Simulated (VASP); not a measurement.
# TaN in VASP: a series of runs, part 2 of 3

VASP 6.6.1. The steps go on from the part before.

### Step 3. Relaxation of cell and atoms, r2SCAN, target pressure 90 GPa, at which the enthalpy is minimised

This run uses another cell than the first one, of 8.87 Å³/atom.

Contents of POSCAR:

```
TaN
1.0
    0.0000000000      2.0703628995      2.0703628995
    2.0703628995      0.0000000000      2.0703628995
    2.0703628995      2.0703628995      0.0000000000
Ta N
1 1
Direct
    0.5000000000      0.5000000000      0.5000000000
    0.0000000000      0.0000000000      0.0000000000
```

Contents of INCAR.step1:

```
ALGO     = Normal         # electronic algorithm
EDIFF    = 1E-4           # SCF threshold, eV
ENCUT    = 600            # plane-wave cutoff, eV
GGA      = PE             # functional
ISMEAR   = 0              # smearing method
LASPH    = T              # aspherical terms in the spheres
LCHARG   = F              # write CHGCAR
LREAL    = F              # projectors in reciprocal space
LWAVE    = T              # write WAVECAR
NELM     = 80             # most SCF steps
PREC     = Accurate       # precision mode
SIGMA    = 0.1            # smearing width, eV
```

Contents of INCAR.step2:

```
ALGO     = Normal         # electronic algorithm
EDIFF    = 1E-7           # SCF threshold, eV
EDIFFG   = -0.008         # ionic threshold
ENCUT    = 600            # plane-wave cutoff, eV
IBRION   = 2              # ionic algorithm
ISIF     = 3              # what is computed and relaxed
ISMEAR   = 0              # smearing method
ISTART   = 1            
LASPH    = T              # aspherical terms in the spheres
LCHARG   = F              # write CHGCAR
LMIXTAU  = T            
LREAL    = F              # projectors in reciprocal space
LWAVE    = F              # write WAVECAR
METAGGA  = R2SCAN         # meta-GGA
NELM     = 80             # most SCF steps
NSW      = 70             # ionic steps
PREC     = Accurate       # precision mode
PSTRESS  = 900.0        
SIGMA    = 0.1            # smearing width, eV
```

Contents of KPOINTS:

```
k-points
0
Gamma
  18 18 18
```

Potentials or basis: VASP PAW PBE potentials, release 64 (Ta_pv, N).

The run is started by

```
$ cat potpaw_PBE.64/Ta_pv/POTCAR potpaw_PBE.64/N/POTCAR > POTCAR
$ cp INCAR.step1 INCAR
$ mpirun -np 1 vasp_std > vasp.out
$ cp INCAR.step2 INCAR
$ mpirun -np 1 vasp_std > vasp.out
```

OUTCAR:

```text
EDIFF = 1E-7
   EDIFFG = -0.008
   ENCUT = 600
   IBRION = 2
   ISIF = 3
   ISMEAR = 0
   ISTART = 1
   LASPH = T
   LREAL = F
   METAGGA = R2SCAN
   NELM = 80
   NSW = 70
   PREC = Accurate
   PSTRESS = 900.0

 ion  position               nearest neighbor table
   1  0.500  0.500  0.500-   2 2.07   2 2.07   2 2.07   2 2.07   2 2.07   2 2.07
   2  0.000  0.000  0.000-   1 2.07   1 2.07   1 2.07   1 2.07   1 2.07   1 2.07

  LATTYP: Found a face centered cubic cell.
 ALAT       =     4.1407257990

  Lattice vectors:

 A1 = (   0.0000000000,   2.0703628995,   2.0703628995)
 A2 = (   2.0703628995,   0.0000000000,   2.0703628995)
 A3 = (   2.0703628995,   2.0703628995,   0.0000000000)

Analysis of symmetry for initial positions (statically):
=====================================================================
 Subroutine PRICEL returns:
 Original cell was already a primitive cell.

 Routine SETGRP: Setting up the symmetry group for a
 face centered cubic supercell.

 Subroutine GETGRP returns: Found 48 space group operations
 (whereof 48 operations were pure point group operations)
 out of a pool of 48 trial point group operations.

The static configuration has the point symmetry O_h .

Analysis of symmetry for dynamics (positions and initial velocities):
=====================================================================
 Subroutine PRICEL returns:
 Original cell was already a primitive cell.

 Routine SETGRP: Setting up the symmetry group for a
 face centered cubic supercell.

 Subroutine GETGRP returns: Found 48 space group operations
 (whereof 48 operations were pure point group operations)
 out of a pool of 48 trial point group operations.

The dynamic configuration has the point symmetry O_h .

 Subroutine INISYM returns: Found 48 space group operations
[... 130 lines left out ...]
 Gauss-broadening in eV      SIGMA  =   0.10
  energy-cutoff  :      600.00
  volume of cell :       17.75
 maximum number of plane-waves:       609
   NGX = 11   NGY = 11   NGZ = 11

--------------------------------------- Ionic step        1  -------------------------------------------

 number of electron      16.0000001 magnetization

 Free energy of the ion-electron system (eV)
  ---------------------------------------------------
  ext. energy  EPLUGINS =         0.00000000
  ---------------------------------------------------
  free energy    TOTEN  =       -58.69725718 eV

  energy without entropy =      -58.69359357  energy(sigma->0) =      -58.69542537

------------------------ aborting loop because EDIFF is reached ----------------------------------------

  FORCE on cell =-STRESS in cart. coord.  units (eV):
  Direction    XX          YY          ZZ          XY          YZ          ZX
  --------------------------------------------------------------------------------------
  -------------------------------------------------------------------------------------
  Total       10.7860277     10.7860277     10.7860277     -0.0000000      0.0000000     -0.0000000
  in kB      973.6495957    973.6495957    973.6495957     -0.0000000      0.0000000     -0.0000000
  external PRESSURE =      73.6495957 kB  Pullay stress =     900.0000000 kB
[... 101 lines left out ...]
--------------------------------------- Ionic step        4  -------------------------------------------

 number of electron      16.0000002 magnetization

 Free energy of the ion-electron system (eV)
  ---------------------------------------------------
  ext. energy  EPLUGINS =         0.00000000
  ---------------------------------------------------
  free energy    TOTEN  =       -58.80326035 eV

  energy without entropy =      -58.79956390  energy(sigma->0) =      -58.80141212

 E-fermi :  11.6648     XC(G=0): -15.5798

 val. band max:       11.6445598514   @ k =   0.2222   0.1111   0.0000
 cond. band min:      11.6682514488   @ k =   0.3889   0.0556   0.0000
 fundamental gap:      0.0236915974
 Fermi energy:        11.6648096676

 k-point     1 :       0.0000    0.0000    0.0000
  band No.  band energies     occupation
      1     -25.1552      2.00000
      2     -25.1552      2.00000
      3     -25.1552      2.00000
      4      -9.8246      2.00000
      5       6.9893      2.00000
      6       6.9893      2.00000
      7       6.9893      2.00000
      8       8.9375      2.00000
      9       8.9375      2.00000
     10       8.9375      2.00000
     11      11.7893      0.07827
     12      11.7893      0.07827
[... 331 lines left out ...]
 k-point    24 :      -0.2222    0.0556    0.0000
  band No.  band energies     occupation
      1     -25.9901      2.00000
      2     -25.2786      2.00000
      3     -25.1981      2.00000
      4      -8.0231      2.00000
      5       2.6166      2.00000
      6       3.7329      2.00000
      7       4.3081      2.00000
      8      10.4775      2.00000
      9      10.6115      2.00000
     10      11.8425      0.01197
     11      15.5094      0.00000
     12      17.3248      0.00000

 [... further k-points ...]

------------------------ aborting loop because EDIFF is reached ----------------------------------------

  FORCE on cell =-STRESS in cart. coord.  units (eV):
  Direction    XX          YY          ZZ          XY          YZ          ZX
  --------------------------------------------------------------------------------------
  -------------------------------------------------------------------------------------
  Total       10.0719442     10.0719442     10.0719442     -0.0000000      0.0000000     -0.0000000
  in kB      899.9917859    899.9917859    899.9917859     -0.0000000      0.0000000     -0.0000000
  external PRESSURE =      -0.0082141 kB  Pullay stress =     900.0000000 kB
[... 21 lines left out ...]
  energy  without entropy=      -58.7995639034  energy(sigma->0) =      -58.80141212

  enthalpy is  TOTEN    =       -48.7312241794 eV   P V=       10.0720361659

 reached required accuracy - stopping structural energy minimisation
```

OUTCAR.step1:

```text
EDIFF = 1E-4
   ENCUT = 600
   GGA = PE
   ISMEAR = 0
   LASPH = T
[... 580 lines left out ...]
 -----------------------------------------------------------------------------------
      2.07036      2.07036      2.07036        -0.000000     -0.000000     -0.000000
      0.00000      0.00000      0.00000         0.000000      0.000000      0.000000
 -----------------------------------------------------------------------------------
    total drift:                                0.000000     -0.000000     -0.000000

  FREE ENERGIE OF THE ION-ELECTRON SYSTEM (eV)
  ---------------------------------------------------
  free  energy   TOTEN  =       -20.8220465843 eV

  energy  without entropy=      -20.8182445303  energy(sigma->0) =      -20.82014556
```

OSZICAR.step1:

```text
N       E                     dE             d eps       ncg     rms          rms(c)
DAV:   1     0.101338445209E+03    0.10134E+03   -0.10253E+04  4688   0.162E+03
DAV:   2    -0.200091830051E+02   -0.12135E+03   -0.11547E+03  5332   0.386E+02
DAV:   3    -0.238928410203E+02   -0.38837E+01   -0.37723E+01  5824   0.654E+01
DAV:   4    -0.239355787849E+02   -0.42738E-01   -0.42295E-01  5212   0.608E+00
DAV:   5    -0.239360167810E+02   -0.43800E-03   -0.43796E-03  5808   0.516E-01    0.353E+01
DAV:   6    -0.208886146261E+02    0.30474E+01   -0.10373E+01  5556   0.358E+01    0.155E+01
DAV:   7    -0.208508096147E+02    0.37805E-01   -0.34859E-01  4992   0.620E+00    0.961E+00
DAV:   8    -0.208264801928E+02    0.24329E-01   -0.71340E-02  5716   0.259E+00    0.183E+00
DAV:   9    -0.208219717237E+02    0.45085E-02   -0.13904E-02  5472   0.103E+00    0.133E-01
DAV:  10    -0.208220465843E+02   -0.74861E-04   -0.67769E-04  5220   0.340E-01
   1 F= -.20822047E+02 E0= -.20820146E+02  d E =-.380205E-02
```

Run time: 3.1 min. Hardware: 1 thread of Intel Xeon 6975P-C (Granite Rapids), shared host; peak memory 0.2 GiB.

Results:

* Free energy: -58.8033 eV
* Relaxed volume: 8.97 Å³/atom
* Relaxed cell: a = 2.938 Å, b = 2.938 Å, c = 2.938 Å, α = 60.00°, β = 60.00°, γ = 60.00°
* Space group after relaxing (to 0.1 Å): Fm-3m (No. 225)
* Energy change on relaxing (the run minimises the enthalpy): -53.0 meV/atom
* Ionic steps: 4
* Pressure after relaxing: 90.0 GPa
* Band gap on the k mesh: zero (bands 8 and 9 overlap by 5.23 eV)

The path:
| step | energy change (eV) | largest force (eV/Å) | pressure (GPa) | volume (Å³) |
| --- | --- | --- | --- | --- |
| 1 | 0.0000 | 0.0000 | 97.36 | 17.75 |
| 2 | -0.5141 | 0.0000 | 58.64 | 18.82 |
| 3 | -0.1082 | 0.0000 | 89.84 | 17.93 |
| 4 | -0.1060 | 0.0000 | 90.00 | 17.93 |

Final structure:
```
Ta N
1.0
     0.00000    2.07739    2.07739
     2.07739    0.00000    2.07739
     2.07739    2.07739    0.00000
Ta N
1 1
Cartesian
  2.0774 2.0774 2.0774
  0.0000 0.0000 0.0000
```

Levels at points of the mesh, in eV from the Fermi level:
```tsv
k point	band 5	band 6	band 7	band 8	band 9	band 10	band 11	band 12
(0.00, 0.00, 0.00)	-4.68	-4.68	-4.68	-2.73	-2.73	-2.73	0.12	0.12
(0.50, 0.00, 0.00)	-12.36	-9.40	-9.40	2.50	2.50	2.67	4.69	9.85
(0.50, 0.50, 0.00)	-7.31	-6.97	-5.37	-5.37	2.78	4.62	4.62	6.76
```

Caveat: the cell is relaxed towards a set pressure, so the run minimises the enthalpy, not the energy; the PAW data sets were made with another functional, which shifts forces and pressure a little; spin-orbit coupling is left out, which moves the levels of the heavy elements. Zero-point motion and thermal expansion aren't in these numbers.

(Continued in part 3 of 3.)
